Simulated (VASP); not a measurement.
# Au (Fd-3m) in VASP: single point with PBEsol

Aim: the single point of Au with PBEsol.

Everything below comes from runs of VASP 6.6.1. Logs are shortened: lines on timing, memory, paths and dates and some standing lists are left out, and cuts for length are marked.

## 1. The cell of the first run

The structure is cubic, space group Fd-3m (No. 227). Conventional cell: a = 6.022 Å, b = 6.022 Å, c = 6.022 Å, α = 90.00°, β = 90.00°, γ = 90.00°. Au (site symmetry -43m) has 4 Au at 2.61 Å within 3.4 Å.

## 2. Single point, PBEsol

File INCAR:

```
PREC = Accurate
ENCUT = 520
EDIFF = 1E-6
ISMEAR = -1
SIGMA = 0.13605693000000002
LREAL = False
LASPH = True
NELM = 80
ALGO = Normal
ISIF = 2
LWAVE = False
LCHARG = False
GGA = PS
NBANDS = 18
```

File KPOINTS:

```
Automatic mesh
0
Gamma
  8 8 8
```

File POSCAR:

```
Au
1.0
    0.0000000000      3.0107760606      3.0107760606
    3.0107760606      0.0000000000      3.0107760606
    3.0107760606      3.0107760606      0.0000000000
Au
2
Direct
    0.0000000000      0.0000000000      0.0000000000
    0.2500000000      0.2500000000      0.2500000000
```

Potentials or basis: VASP PAW PBE potentials, release 64 (Au).

The run is started by

```bash
> cat potpaw_PBE.64/Au/POTCAR > POTCAR
> mpirun -np 1 vasp_std > vasp.out
```

OUTCAR:

```text
PREC = Accurate
   ENCUT = 520
   EDIFF = 1E-6
   ISMEAR = -1
   LREAL = False
   LASPH = True
   NELM = 80
   ISIF = 2
   GGA = PS

 ion  position               nearest neighbor table
   1  0.000  0.000  0.000-   2 2.61   2 2.61   2 2.61   2 2.61
   2  0.250  0.250  0.250-   1 2.61   1 2.61   1 2.61   1 2.61

  LATTYP: Found a face centered cubic cell.
 ALAT       =     6.0215521212

  Lattice vectors:

 A1 = (   0.0000000000,   3.0107760606,   3.0107760606)
 A2 = (   3.0107760606,   0.0000000000,   3.0107760606)
 A3 = (   3.0107760606,   3.0107760606,   0.0000000000)

Analysis of symmetry for initial positions (statically):
=====================================================================
 Subroutine PRICEL returns:
 Original cell was already a primitive cell.

 Routine SETGRP: Setting up the symmetry group for a
 face centered cubic supercell.

 Subroutine GETGRP returns: Found 48 space group operations
 (whereof 24 operations were pure point group operations)
 out of a pool of 48 trial point group operations.

The static configuration has the point symmetry T_d .
 The point group associated with its full space group is O_h .

Analysis of symmetry for dynamics (positions and initial velocities):
=====================================================================
 Subroutine PRICEL returns:
 Original cell was already a primitive cell.

 Routine SETGRP: Setting up the symmetry group for a
 face centered cubic supercell.

 Subroutine GETGRP returns: Found 48 space group operations
 (whereof 24 operations were pure point group operations)
 out of a pool of 48 trial point group operations.

The dynamic configuration has the point symmetry T_d .
 The point group associated with its full space group is O_h .

 Subroutine INISYM returns: Found 48 space group operations
 (whereof 24 operations are pure point group operations),
 and found     1 'primitive' translations

----------------------------------------------------------------------------------------

                                     Primitive cell

  volume of cell :      54.5840

  direct lattice vectors                    reciprocal lattice vectors
     0.000000000  3.010776061  3.010776061    -0.166070139  0.166070139  0.166070139
     3.010776061  0.000000000  3.010776061     0.166070139 -0.166070139  0.166070139
     3.010776061  3.010776061  0.000000000     0.166070139  0.166070139 -0.166070139

  length of vectors
     4.257880338  4.257880338  4.257880338     0.287641919  0.287641919  0.287641919

  position of ions in fractional coordinates (direct lattice)
     0.000000000  0.000000000  0.000000000
     0.250000000  0.250000000  0.250000000

  ion indices of the primitive-cell ions
   primitive index   ion index
                 1           1
                 2           2

----------------------------------------------------------------------------------------

 KPOINTS: Automatic mesh

Automatic generation of k-mesh.
 Grid dimensions read from file:
 generate k-points for:    8    8    8

 Generating k-lattice:

  Cartesian coordinates                     Fractional coordinates (reciprocal lattice)
    -0.020758767  0.020758767  0.020758767     0.125000000  0.000000000  0.000000000
     0.020758767 -0.020758767  0.020758767     0.000000000  0.125000000  0.000000000
     0.020758767  0.020758767 -0.020758767     0.000000000  0.000000000  0.125000000

  Length of vectors
     0.035955240  0.035955240  0.035955240

  Shift w.r.t. Gamma in fractional coordinates (k-lattice)
     0.000000000  0.000000000  0.000000000

 Subroutine IBZKPT returns following result:
 ===========================================

 Found     29 irreducible k-points:

 Following reciprocal coordinates:
            Coordinates               Weight
  0.000000  0.000000  0.000000      1.000000
  0.125000  0.000000  0.000000      8.000000
  0.250000  0.000000  0.000000      8.000000
  0.375000  0.000000  0.000000      8.000000
  0.500000  0.000000  0.000000      4.000000
  0.125000  0.125000  0.000000      6.000000
[... 16 lines left out ...]
  0.500000  0.250000  0.125000     48.000000
 -0.375000  0.250000  0.125000     24.000000
 [... further k-points ...]
   k-points           NKPTS =     29   k-points in BZ     NKDIM =     29   number of bands    NBANDS=     18
   number of dos      NEDOS =    301   number of ions     NIONS =      2
   total plane-waves  NPLWV =  32768
   dimension x,y,z NGX =    32 NGY =   32 NGZ =   32
   dimension x,y,z NGXF=    64 NGYF=   64 NGZF=   64
   ions per type =               2
   NGX,Y,Z   is equivalent  to a cutoff of  12.49, 12.49, 12.49 a.u.
   NGXF,Y,Z  is equivalent  to a cutoff of  24.99, 24.99, 24.99 a.u.
 SYSTEM =  unknown system
   PREC   = accura    normal or accurate (medium, high low for compatibility)
   ISTART =      0    job   : 0-new  1-cont  2-samecut
   ICHARG =      2    charge: 1-file 2-atom 10-const
   ISPIN  =      1    spin polarized calculation?
   LNONCOLLINEAR =      F non collinear calculations
   LSORBIT =      F    spin-orbit coupling
   LASPH  =      T    aspherical Exc in radial PAW
   ENCUT  =  520.0 eV  38.22 Ry    6.18 a.u.   7.92  7.92  7.92*2*pi/ulx,y,z
   NELM   =     80;   NELMIN=  2; NELMDL= -5     # of ELM steps
   EDIFF  = 0.1E-05   stopping-criterion for ELM
   LREAL  =      F    real-space projection
   EDIFFG = 0.1E-04   stopping-criterion for IOM
   NSW    =      0    number of steps for IOM
   IBRION =     -1    ionic relax: 0-MD 1-quasi-New 2-CG
   NFREE  =      0    steps in history (QN), initial steepest desc. (CG)
   ISIF   =      2    stress and relaxation
   ISYM   =      2    0-nonsym 1-usesym 2-fastsym
   POTIM  = 0.5000    time-step for ionic-motion
   TEBEG  =    0.0;   TEEND  =   0.0 temperature during run
   PSTRESS=    0.0 pullay stress
   NELECT =      22.0000    total number of electrons
   NUPDOWN=      -1.0000    fix difference up-down
   EMIN   =  10.00;   EMAX   =-10.00  energy-range for DOS
   EFERMI =   0.00;   METHOD = LEGACY
   ISMEAR =    -1;   SIGMA  =   0.14  broadening in eV -4-tet -1-fermi 0-gaus
   EFERMI_NEDOS =   21; number of points for ismear=-14 and -15
   IALGO  =     38    algorithm
   IMIX   =      4    mixing-type and parameters
     AMIX     =   0.40;   BMIX     =  1.00
     AMIX_MAG =   1.60;   BMIX_MAG =  1.00
  volume/ion in A,a.u.               =      27.29       184.18
  Fermi-wavevector in a.u.,A,eV,Ry     =   1.209281  2.285210 19.896627  1.462361
  Thomas-Fermi vector in A             =   2.344863
   LORBIT       =      0    0 simple, 1 ext, 2 COOP (PROOUT), +10 PAW based schemes
   GGA     = PS    functional components
   LHFCALC =     F    Hartree Fock is set to
   AEXX    =    0.0000 exact exchange contribution
   IVDW    =     0    specifies the selected vdW correction
   LEPSILON=     F    determine dielectric tensor
   LRPA    =     F    only Hartree local field effects (RPA)
 non-spin polarized calculation
  energy-cutoff  :      520.00
  volume of cell :       54.58
 maximum number of plane-waves:      1480
   NGX = 15   NGY = 15   NGZ = 15

 number of electron      22.0000003 magnetization

 Free energy of the ion-electron system (eV)
  ---------------------------------------------------
  ext. energy  EPLUGINS =         0.00000000
  ---------------------------------------------------
  free energy    TOTEN  =        -5.99677377 eV

  energy without entropy =       -5.94404373  energy(sigma->0) =       -5.97040875

 E-fermi :   3.2234     XC(G=0):  -9.8806

 val. band max:        3.0372890827   @ k =  -0.3750   0.2500   0.1250
 cond. band min:       3.2272502734   @ k =  -0.3750   0.3750   0.0000
 fundamental gap:      0.1899611907
 Fermi energy:         3.2233879834

 k-point     1 :       0.0000    0.0000    0.0000
  band No.  band energies     occupation
      1      -3.1368      2.00000
      2      -1.1056      2.00000
      3      -1.1056      2.00000
      4      -1.1030      2.00000
      5      -1.1030      2.00000
      6      -1.1030      2.00000
[... 10 lines left out ...]
     17      14.1508      0.00000
     18      14.1508      0.00000

 k-point     2 :       0.1250    0.0000    0.0000
  band No.  band energies     occupation
      1      -2.9461      2.00000
      2      -1.2708      2.00000
      3      -1.2708      2.00000
      4      -1.1174      2.00000
      5      -0.8842      2.00000
      6      -0.8842      2.00000
[... 10 lines left out ...]
     17      14.9660      0.00000
     18      14.9664      0.00000

 k-point     3 :       0.2500    0.0000    0.0000
  band No.  band energies     occupation
      1      -2.4492      2.00000
      2      -1.3263      2.00000
      3      -1.3263      2.00000
      4      -1.1499      2.00000
      5      -0.7379      2.00000
      6      -0.7379      2.00000
[... 10 lines left out ...]
     17      15.2566      0.00000
     18      15.2566      0.00000

 k-point     4 :       0.3750    0.0000    0.0000
  band No.  band energies     occupation
      1      -1.9199      2.00000
      2      -1.2761      2.00000
      3      -1.2761      2.00000
      4      -1.1862      2.00000
      5      -0.7635      2.00000
      6      -0.7635      2.00000
[... 375 lines left out ...]
      4      -1.1264      2.00000
      5      -0.7385      2.00000
      6      -0.3716      2.00000
[... 10 lines left out ...]
     17      15.1025      0.00000
     18      17.0748      0.00000

 k-point    23 :       0.5000    0.2500    0.1250
  band No.  band energies     occupation
      1      -1.5924      2.00000
      2      -1.5151      2.00000
      3      -1.3715      2.00000
      4      -1.1002      2.00000
      5      -0.6583      2.00000
      6      -0.3159      2.00000
[... 10 lines left out ...]
     17      15.1522      0.00000
     18      17.3022      0.00000

 k-point    24 :      -0.3750    0.2500    0.1250
  band No.  band energies     occupation
      1      -1.5195      2.00000
      2      -1.4527      2.00000
      3      -1.3519      2.00000
      4      -1.1176      2.00000
      5      -0.5713      2.00000
      6      -0.4039      2.00000
[... 10 lines left out ...]
     17      17.2023      0.00000
     18      17.2457      0.00000

 [... further k-points ...]

------------------------ aborting loop because EDIFF is reached ----------------------------------------

  FORCE on cell =-STRESS in cart. coord.  units (eV):
  Direction    XX          YY          ZZ          XY          YZ          ZX
  --------------------------------------------------------------------------------------
  -------------------------------------------------------------------------------------
  Total       -0.0281583     -0.0281583     -0.0281583      0.0000000     -0.0000000      0.0000000
  in kB       -0.8265179     -0.8265179     -0.8265179      0.0000000     -0.0000000      0.0000000
  external PRESSURE =      -0.8265179 kB  Pullay stress =       0.0000000 kB

 VOLUME and BASIS-vectors are now :
 -----------------------------------------------------------------------------
  energy-cutoff  :      520.00
  volume of cell :       54.58
      direct lattice vectors                 reciprocal lattice vectors
     0.000000000  3.010776061  3.010776061    -0.166070139  0.166070139  0.166070139
     3.010776061  0.000000000  3.010776061     0.166070139 -0.166070139  0.166070139
     3.010776061  3.010776061  0.000000000     0.166070139  0.166070139 -0.166070139

 POSITION                                       TOTAL-FORCE (eV/Angst)
 -----------------------------------------------------------------------------------
      0.00000      0.00000      0.00000         0.000000      0.000000      0.000000
      1.50539      1.50539      1.50539        -0.000000     -0.000000     -0.000000
 -----------------------------------------------------------------------------------
    total drift:                               -0.000000      0.000000      0.000000

  FREE ENERGIE OF THE ION-ELECTRON SYSTEM (eV)
  ---------------------------------------------------
  free  energy   TOTEN  =        -5.9967737721 eV

  energy  without entropy=       -5.9440437295  energy(sigma->0) =       -5.97040875
```

Wall time 37 s (1 thread of Intel Xeon 8259CL, shared host); peak memory 0.18 GiB.

Results:

- Free energy: -5.9968 eV
- Pressure: -0.1 GPa
- Band gap on the k mesh: zero (band 11 reaches 3.52 eV, above the bottom of band 12 at 2.89 eV)

Levels at points of the mesh, in eV from the Fermi level:
```tsv
k point	band 9	band 10	band 11	band 12	band 13	band 14
(0.00, 0.00, 0.00)	-2.36	-1.24	-1.24	8.97	9.89	9.91
(0.50, 0.00, 0.00)	-1.40	-1.40	-1.04	-0.33	6.93	6.93
(0.50, 0.50, 0.00)	-1.22	-1.22	0.30	0.30	3.70	3.70
```

Caveat: the PAW data sets were made with another functional, which shifts forces and pressure a little; spin-orbit coupling is left out, which moves the levels of the heavy elements.
